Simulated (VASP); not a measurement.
# Ba (a cell with a defect) in VASP: notebook

Runs on Ba (a cell with a defect). Level: LDA. Tasks: single point.

All numbers are computed with VASP 6.6.1; they aren't measurements. Logs are shortened: lines on timing, memory, paths and dates and some standing lists are left out, and cuts for length are marked.

## 1. The cell of the first run

The cell holds a defect, 7 atoms: a = 9.143 Å, b = 9.143 Å, c = 9.143 Å, α = 60.00°, β = 60.00°, γ = 60.00°.

## 2. Single point, LDA

INCAR

```
PREC = Accurate
ENCUT = 400
EDIFF = 1E-6
ISMEAR = 0
SIGMA = 0.1
LREAL = False
LASPH = True
NELM = 120
ALGO = Normal
ISIF = 2
LWAVE = False
LCHARG = False
NBANDS = 44
GGA_COMPAT = False
ISYM = -1
```

KPOINTS

```
explicit points
1
Reciprocal
  0.50000000   0.50000000   0.50000000 1
```

POSCAR

```
Ba
1.0
    0.0000000000      6.4653300000      6.4653300000
    6.4653300000      0.0000000000      6.4653300000
    6.4653300000      6.4653300000      0.0000000000
Ba
7
Direct
    0.0000640339      0.0000754795      0.2678396926
    0.1589283919      0.4425072657     -0.1025699384
   -0.1589966019      0.5576399813      0.6380453125
    0.6636322508     -0.0697567642     -0.0684281390
    0.3365706004      0.0694423951      0.6044444754
    0.3702503198      0.5575312474      0.1089208903
    0.6295510051      0.4425603952      0.4267475906
```

Potentials or basis: VASP PAW LDA potentials, release 64 (Ba_sv).

Launch:

```sh
cat potpaw_LDA.64/Ba_sv/POTCAR > POTCAR
mpirun -np 1 vasp_std > vasp.out
```

OUTCAR:

```text
PREC = Accurate
   ENCUT = 400
   EDIFF = 1E-6
   ISMEAR = 0
   LREAL = False
   LASPH = True
   NELM = 120
   ISIF = 2
   ISYM = -1

 ion  position               nearest neighbor table
   1  0.000  0.000  0.268-   2 4.15   3 4.15   6 4.15   7 4.15
   2  0.159  0.443  0.897-   6 4.05   3 4.06   1 4.15   7 4.30   4 4.50   5 4.55   4 4.66
   3  0.841  0.558  0.638-   7 4.05   2 4.06   1 4.15   6 4.30   5 4.51   4 4.55   5 4.65
   4  0.664  0.930  0.932-   7 4.50   2 4.50   6 4.55   3 4.55   5 4.57   2 4.66   7 4.66
   5  0.337  0.069  0.604-   6 4.51   3 4.51   2 4.55   7 4.55   4 4.57   3 4.65   6 4.65
   6  0.370  0.558  0.109-   2 4.05   7 4.06   1 4.15   3 4.30   5 4.51   4 4.55   5 4.65
   7  0.630  0.443  0.427-   3 4.05   6 4.06   1 4.15   2 4.30   4 4.50   5 4.55   4 4.66

IMPORTANT INFORMATION: All symmetrisations will be switched off!
NOSYMM: (Re-)initialisation of all symmetry stuff for point group C_1.

----------------------------------------------------------------------------------------

                                     Primitive cell

  volume of cell :     540.5079

  direct lattice vectors                    reciprocal lattice vectors
     0.000000000  6.465330000  6.465330000    -0.077335573  0.077335573  0.077335573
     6.465330000  0.000000000  6.465330000     0.077335573 -0.077335573  0.077335573
     6.465330000  6.465330000  0.000000000     0.077335573  0.077335573 -0.077335573

  length of vectors
     9.143357371  9.143357371  9.143357371     0.133949142  0.133949142  0.133949142

  position of ions in fractional coordinates (direct lattice)
     0.000064034  0.000075479  0.267839693
     0.158928392  0.442507266  0.897430062
     0.841003398  0.557639981  0.638045312
     0.663632251  0.930243236  0.931571861
     0.336570600  0.069442395  0.604444475
     0.370250320  0.557531247  0.108920890
     0.629551005  0.442560395  0.426747591

  ion indices of the primitive-cell ions
   primitive index   ion index
                 1           1
                 2           2
                 3           3
                 4           4
                 5           5
                 6           6
                 7           7

----------------------------------------------------------------------------------------

 KPOINTS: explicit points

Read explicit list of k-points.

 Found      1 k-points:

 Following reciprocal coordinates:
            Coordinates               Weight
  0.500000  0.500000  0.500000      1.000000
   k-points           NKPTS =      1   k-points in BZ     NKDIM =      1   number of bands    NBANDS=     44
   number of dos      NEDOS =    301   number of ions     NIONS =      7
   total plane-waves  NPLWV = 216000
   dimension x,y,z NGX =    60 NGY =   60 NGZ =   60
   dimension x,y,z NGXF=   120 NGYF=  120 NGZF=  120
   ions per type =               7
   NGX,Y,Z   is equivalent  to a cutoff of  10.91, 10.91, 10.91 a.u.
   NGXF,Y,Z  is equivalent  to a cutoff of  21.82, 21.82, 21.82 a.u.
 SYSTEM =  unknown system
   PREC   = accura    normal or accurate (medium, high low for compatibility)
   ISTART =      0    job   : 0-new  1-cont  2-samecut
   ICHARG =      2    charge: 1-file 2-atom 10-const
   ISPIN  =      1    spin polarized calculation?
   LNONCOLLINEAR =      F non collinear calculations
   LSORBIT =      F    spin-orbit coupling
   LASPH  =      T    aspherical Exc in radial PAW
   ENCUT  =  400.0 eV  29.40 Ry    5.42 a.u.  14.91 14.91 14.91*2*pi/ulx,y,z
   NELM   =    120;   NELMIN=  2; NELMDL= -5     # of ELM steps
   EDIFF  = 0.1E-05   stopping-criterion for ELM
   LREAL  =      F    real-space projection
   EDIFFG = 0.1E-04   stopping-criterion for IOM
   NSW    =      0    number of steps for IOM
   IBRION =     -1    ionic relax: 0-MD 1-quasi-New 2-CG
   NFREE  =      0    steps in history (QN), initial steepest desc. (CG)
   ISIF   =      2    stress and relaxation
   ISYM   =     -1    0-nonsym 1-usesym 2-fastsym
   POTIM  = 0.5000    time-step for ionic-motion
   TEBEG  =    0.0;   TEEND  =   0.0 temperature during run
   PSTRESS=    0.0 pullay stress
   NELECT =      70.0000    total number of electrons
   NUPDOWN=      -1.0000    fix difference up-down
   EMIN   =  10.00;   EMAX   =-10.00  energy-range for DOS
   EFERMI =   0.00;   METHOD = LEGACY
   ISMEAR =     0;   SIGMA  =   0.10  broadening in eV -4-tet -1-fermi 0-gaus
   EFERMI_NEDOS =   21; number of points for ismear=-14 and -15
   IALGO  =     38    algorithm
   IMIX   =      4    mixing-type and parameters
     AMIX     =   0.40;   BMIX     =  1.00
     AMIX_MAG =   1.60;   BMIX_MAG =  1.00
  volume/ion in A,a.u.               =      77.22       521.08
  Fermi-wavevector in a.u.,A,eV,Ry     =   0.828273  1.565209  9.334088  0.686036
  Thomas-Fermi vector in A             =   1.940621
   LORBIT       =      0    0 simple, 1 ext, 2 COOP (PROOUT), +10 PAW based schemes
   GGA     = CA    functional components
   LHFCALC =     F    Hartree Fock is set to
   AEXX    =    0.0000 exact exchange contribution
   IVDW    =     0    specifies the selected vdW correction
   LEPSILON=     F    determine dielectric tensor
   LRPA    =     F    only Hartree local field effects (RPA)
 non-spin polarized calculation
 Gauss-broadening in eV      SIGMA  =   0.10
  energy-cutoff  :      400.00
  volume of cell :      540.51
 maximum number of plane-waves:      9804
 NGX is ok and might be reduce to    60
   NGX = 29   NGY = 29   NGZ = 29

 number of electron      70.0000000 magnetization

 Free energy of the ion-electron system (eV)
  ---------------------------------------------------
  ext. energy  EPLUGINS =         0.00000000
  ---------------------------------------------------
  free energy    TOTEN  =       -15.04658113 eV

  energy without entropy =      -15.03603837  energy(sigma->0) =      -15.04130975

 E-fermi :   0.6705     XC(G=0):  -6.8949

 val. band max:        0.5067975240   @ k =   0.5000   0.5000   0.5000
 cond. band min:       0.8391957697   @ k =   0.5000   0.5000   0.5000
 fundamental gap:      0.3323982457
 Fermi energy:         0.6704587742

 k-point     1 :       0.5000    0.5000    0.5000
  band No.  band energies     occupation
      1     -28.7070      2.00000
      2     -28.4398      2.00000
      3     -28.4348      2.00000
      4     -28.1487      2.00000
      5     -28.1403      2.00000
      6     -28.1378      2.00000
[... 36 lines left out ...]
     43       1.6540      0.00000
     44       1.7068      0.00000

------------------------ aborting loop because EDIFF is reached ----------------------------------------

  FORCE on cell =-STRESS in cart. coord.  units (eV):
  Direction    XX          YY          ZZ          XY          YZ          ZX
  --------------------------------------------------------------------------------------
  -------------------------------------------------------------------------------------
  Total       -9.4374766     -9.6167025     -9.4352523      0.5107049      0.5102542      3.4552209
  in kB      -27.9746320    -28.5058947    -27.9680388      1.5138348      1.5124990     10.2419893
  external PRESSURE =     -28.1495219 kB  Pullay stress =       0.0000000 kB

 VOLUME and BASIS-vectors are now :
 -----------------------------------------------------------------------------
  energy-cutoff  :      400.00
  volume of cell :      540.51
      direct lattice vectors                 reciprocal lattice vectors
     0.000000000  6.465330000  6.465330000    -0.077335573  0.077335573  0.077335573
     6.465330000  0.000000000  6.465330000     0.077335573 -0.077335573  0.077335573
     6.465330000  6.465330000  0.000000000     0.077335573  0.077335573 -0.077335573

 POSITION                                       TOTAL-FORCE (eV/Angst)
 -----------------------------------------------------------------------------------
      1.73216      1.73209      0.00090        -0.000112      0.000507     -0.000551
      8.66314      6.82971      3.88848         0.000382      0.001409      0.002734
      7.73050      9.56254      9.04269         0.000024     -0.000245     -0.003557
     12.03725     10.31352     10.30493         0.001777      0.002442      0.002223
      4.35690      6.08397      2.62501        -0.001368     -0.004838     -0.001205
      4.30883      3.09800      5.99841        -0.003084     -0.001604      0.000326
      5.62036      6.82932      6.93155         0.002381      0.002329      0.000030
 -----------------------------------------------------------------------------------
    total drift:                               -0.000020      0.000194     -0.000049

  FREE ENERGIE OF THE ION-ELECTRON SYSTEM (eV)
  ---------------------------------------------------
  free  energy   TOTEN  =       -15.0465811325 eV

  energy  without entropy=      -15.0360383699  energy(sigma->0) =      -15.04130975
```

Wall time 24 s (1 thread of Intel Xeon Platinum 8559C (Emerald Rapids), shared host); peak memory 0.34 GiB.

Results:

| Item | Value |
| --- | --- |
| Free energy | -15.0466 eV |
| Pressure | -2.8 GPa |
| Largest force | 0.005 eV/Å |

Forces on the atoms (eV/Å):
```
Ba   0.000  0.001 -0.001
Ba   0.000  0.001  0.003
Ba   0.000  0.000 -0.004
Ba   0.002  0.002  0.002
Ba  -0.001 -0.005 -0.001
Ba  -0.003 -0.002  0.000
Ba   0.002  0.002  0.000
```

Caveat: spin-orbit coupling is left out, which moves the levels of the heavy elements.

## 3. Single point, LDA

INCAR

```
SYSTEM = Ba
  ALGO = Normal
  EDIFF = 1E-6
  ENCUT = 400
  GGA_COMPAT = .False.
  ISIF = 2
  ISMEAR = 0
  ISYM = -1
  LASPH = .True.
  LCHARG = .True.
  LELF = .True.
  LREAL = .False.
  LVHAR = .True.
  LWAVE = .False.
  NBANDS = 44
  NELM = 120
  PREC = Accurate
  SIGMA = 0.1
```

KPOINTS is that of step 2.

POSCAR

```
Ba
1.0
    0.0000000000      6.4653300000      6.4653300000
    6.4653300000      0.0000000000      6.4653300000
    6.4653300000      6.4653300000      0.0000000000
Ba
7
Direct
   -0.1146968523      0.1115358381      0.0225409995
    0.1452065092      0.3579889967      0.0145110922
   -0.1009631372      0.6135898709      0.5264643877
    0.6458051639     -0.1398965714      0.0113082395
    0.3818586213      0.0965135577      0.5169449974
    0.3966601086      0.6002091927      0.0224416232
    0.6461295092      0.3600591926      0.5107886991
```

Potentials or basis: VASP PAW LDA potentials, release 64 (Ba_sv).

Launch:

```sh
cat potpaw_LDA.64/Ba_sv/POTCAR > POTCAR
mpirun -np 1 vasp_std > vasp.out
```

OUTCAR:

```text
SYSTEM = Ba
   EDIFF = 1E-6
   ENCUT = 400
   ISIF = 2
   ISMEAR = 0
   ISYM = -1
   LASPH = .True.
   LREAL = .False.
   NELM = 120
   PREC = Accurate

 ion  position               nearest neighbor table
   1  0.885  0.112  0.023-   4 3.95   2 3.97   6 4.47   5 4.57   3 4.57   3 4.58   5 4.59   6 4.68

   2  0.145  0.358  0.015-   6 3.95   1 3.97   7 4.55   4 4.56   4 4.58   7 4.59
   3  0.899  0.614  0.526-   7 4.09   1 4.57   6 4.57   6 4.58   1 4.58   5 4.58   5 4.58
   4  0.646  0.860  0.011-   1 3.95   6 3.97   2 4.56   7 4.57   7 4.57   2 4.58
   5  0.382  0.097  0.517-   7 4.15   1 4.57   6 4.57   3 4.58   6 4.58   3 4.58   1 4.59
   6  0.397  0.600  0.022-   2 3.95   4 3.97   1 4.47   3 4.57   5 4.57   3 4.58   5 4.58   1 4.68

   7  0.646  0.360  0.511-   3 4.09   5 4.15   2 4.55   4 4.57   4 4.57   2 4.59

IMPORTANT INFORMATION: All symmetrisations will be switched off!
NOSYMM: (Re-)initialisation of all symmetry stuff for point group C_1.

----------------------------------------------------------------------------------------

                                     Primitive cell

  volume of cell :     540.5079

  direct lattice vectors                    reciprocal lattice vectors
     0.000000000  6.465330000  6.465330000    -0.077335573  0.077335573  0.077335573
     6.465330000  0.000000000  6.465330000     0.077335573 -0.077335573  0.077335573
     6.465330000  6.465330000  0.000000000     0.077335573  0.077335573 -0.077335573

  length of vectors
     9.143357371  9.143357371  9.143357371     0.133949142  0.133949142  0.133949142

  position of ions in fractional coordinates (direct lattice)
     0.885303148  0.111535838  0.022541000
     0.145206509  0.357988997  0.014511092
     0.899036863  0.613589871  0.526464388
     0.645805164  0.860103429  0.011308240
     0.381858621  0.096513558  0.516944997
     0.396660109  0.600209193  0.022441623
     0.646129509  0.360059193  0.510788699

  ion indices of the primitive-cell ions
   primitive index   ion index
                 1           1
                 2           2
                 3           3
                 4           4
                 5           5
                 6           6
                 7           7

----------------------------------------------------------------------------------------

 KPOINTS: explicit points

Read explicit list of k-points.

 Found      1 k-points:

 Following reciprocal coordinates:
            Coordinates               Weight
  0.500000  0.500000  0.500000      1.000000
   k-points           NKPTS =      1   k-points in BZ     NKDIM =      1   number of bands    NBANDS=     44
   number of dos      NEDOS =    301   number of ions     NIONS =      7
   total plane-waves  NPLWV = 216000
   dimension x,y,z NGX =    60 NGY =   60 NGZ =   60
   dimension x,y,z NGXF=   120 NGYF=  120 NGZF=  120
   ions per type =               7
   NGX,Y,Z   is equivalent  to a cutoff of  10.91, 10.91, 10.91 a.u.
   NGXF,Y,Z  is equivalent  to a cutoff of  21.82, 21.82, 21.82 a.u.
 SYSTEM =  Ba
   PREC   = accura    normal or accurate (medium, high low for compatibility)
   ISTART =      0    job   : 0-new  1-cont  2-samecut
   ICHARG =      2    charge: 1-file 2-atom 10-const
   ISPIN  =      1    spin polarized calculation?
   LNONCOLLINEAR =      F non collinear calculations
   LSORBIT =      F    spin-orbit coupling
   LASPH  =      T    aspherical Exc in radial PAW
   ENCUT  =  400.0 eV  29.40 Ry    5.42 a.u.  14.91 14.91 14.91*2*pi/ulx,y,z
   NELM   =    120;   NELMIN=  2; NELMDL= -5     # of ELM steps
   EDIFF  = 0.1E-05   stopping-criterion for ELM
   LREAL  =      F    real-space projection
   EDIFFG = 0.1E-04   stopping-criterion for IOM
   NSW    =      0    number of steps for IOM
   IBRION =     -1    ionic relax: 0-MD 1-quasi-New 2-CG
   NFREE  =      0    steps in history (QN), initial steepest desc. (CG)
   ISIF   =      2    stress and relaxation
   ISYM   =     -1    0-nonsym 1-usesym 2-fastsym
   POTIM  = 0.5000    time-step for ionic-motion
   TEBEG  =    0.0;   TEEND  =   0.0 temperature during run
   PSTRESS=    0.0 pullay stress
   NELECT =      70.0000    total number of electrons
   NUPDOWN=      -1.0000    fix difference up-down
   EMIN   =  10.00;   EMAX   =-10.00  energy-range for DOS
   EFERMI =   0.00;   METHOD = LEGACY
   ISMEAR =     0;   SIGMA  =   0.10  broadening in eV -4-tet -1-fermi 0-gaus
   EFERMI_NEDOS =   21; number of points for ismear=-14 and -15
   IALGO  =     38    algorithm
   IMIX   =      4    mixing-type and parameters
     AMIX     =   0.40;   BMIX     =  1.00
     AMIX_MAG =   1.60;   BMIX_MAG =  1.00
  volume/ion in A,a.u.               =      77.22       521.08
  Fermi-wavevector in a.u.,A,eV,Ry     =   0.828273  1.565209  9.334088  0.686036
  Thomas-Fermi vector in A             =   1.940621
   LORBIT       =      0    0 simple, 1 ext, 2 COOP (PROOUT), +10 PAW based schemes
   GGA     = CA    functional components
   LHFCALC =     F    Hartree Fock is set to
   AEXX    =    0.0000 exact exchange contribution
   IVDW    =     0    specifies the selected vdW correction
   LEPSILON=     F    determine dielectric tensor
   LRPA    =     F    only Hartree local field effects (RPA)
 non-spin polarized calculation
 Gauss-broadening in eV      SIGMA  =   0.10
  energy-cutoff  :      400.00
  volume of cell :      540.51
 maximum number of plane-waves:      9804
 NGX is ok and might be reduce to    60
   NGX = 29   NGY = 29   NGZ = 29

 number of electron      69.9999998 magnetization

 Free energy of the ion-electron system (eV)
  ---------------------------------------------------
  ext. energy  EPLUGINS =         0.00000000
  ---------------------------------------------------
  free energy    TOTEN  =       -15.50959097 eV

  energy without entropy =      -15.43714641  energy(sigma->0) =      -15.47336869

 E-fermi :   0.6008     XC(G=0):  -6.8840

 val. band max:        0.5032604166   @ k =   0.5000   0.5000   0.5000
 cond. band min:       0.6744756163   @ k =   0.5000   0.5000   0.5000
 fundamental gap:      0.1712151996
 Fermi energy:         0.6007577732

 k-point     1 :       0.5000    0.5000    0.5000
  band No.  band energies     occupation
      1     -28.5071      2.00000
      2     -28.4934      2.00000
      3     -28.4926      2.00000
      4     -28.2489      2.00000
      5     -28.2377      2.00000
      6     -28.1479      2.00000
[... 36 lines left out ...]
     43       1.6451      0.00000
     44       1.6631      0.00000

------------------------ aborting loop because EDIFF is reached ----------------------------------------

  FORCE on cell =-STRESS in cart. coord.  units (eV):
  Direction    XX          YY          ZZ          XY          YZ          ZX
  --------------------------------------------------------------------------------------
  -------------------------------------------------------------------------------------
  Total      -11.9357807    -11.9390505     -8.0457596      1.0629721      2.8556873      2.8539854
  in kB      -35.3801220    -35.3898145    -23.8492950      3.1508691      8.4648476      8.4598028
  external PRESSURE =     -31.5397438 kB  Pullay stress =       0.0000000 kB

 VOLUME and BASIS-vectors are now :
 -----------------------------------------------------------------------------
  energy-cutoff  :      400.00
  volume of cell :      540.51
      direct lattice vectors                 reciprocal lattice vectors
     0.000000000  6.465330000  6.465330000    -0.077335573  0.077335573  0.077335573
     6.465330000  0.000000000  6.465330000     0.077335573 -0.077335573  0.077335573
     6.465330000  6.465330000  0.000000000     0.077335573  0.077335573 -0.077335573

 POSITION                                       TOTAL-FORCE (eV/Angst)
 -----------------------------------------------------------------------------------
      0.86685      5.86951      6.44489         0.013748      0.020803     -0.022395
      2.40834      1.03263      3.25333        -0.017866     -0.022669      0.034722
      7.37083      9.21634      9.77963         0.010873      0.012206     -0.027288
      5.63396      4.24846      9.73620        -0.016493     -0.022115      0.027864
      3.96621      5.81106      3.09283         0.015819      0.018778     -0.028242
      4.02564      2.70963      6.44509         0.016002      0.020068     -0.021101
      5.63032      7.47986      6.50534        -0.022083     -0.027071      0.036440
 -----------------------------------------------------------------------------------
    total drift:                                0.000005     -0.000145      0.000134

  FREE ENERGIE OF THE ION-ELECTRON SYSTEM (eV)
  ---------------------------------------------------
  free  energy   TOTEN  =       -15.5095909700 eV

  energy  without entropy=      -15.4371464141  energy(sigma->0) =      -15.47336869
```

It took 30 s on 1 thread of Intel Xeon Platinum 8559C (Emerald Rapids), shared host; peak memory 0.34 GiB.

Results:

```yaml
Free_energy: -15.5096 eV
Pressure: -3.2 GPa
Largest_force: 0.050 eV/Å
```

Forces in eV/Å, atoms in the order of the input:
```
Ba   0.014  0.021 -0.022
Ba  -0.018 -0.023  0.035
Ba   0.011  0.012 -0.027
Ba  -0.016 -0.022  0.028
Ba   0.016  0.019 -0.028
Ba   0.016  0.020 -0.021
Ba  -0.022 -0.027  0.036
```

Stress tensor (GPa, compression positive):
```
-3.54  0.32  0.85
 0.32 -3.54  0.85
 0.85  0.85 -2.38
```

Levels at points of the mesh, in eV from the Fermi level:
```csv
k point,band 32,band 33,band 34,band 35,band 36,band 37,band 38,band 39
"(0.50, 0.50, 0.50)",-0.60,-0.38,-0.11,-0.10,0.07,0.28,0.40,0.51
```

Caveat: spin-orbit coupling is left out, which moves the levels of the heavy elements.
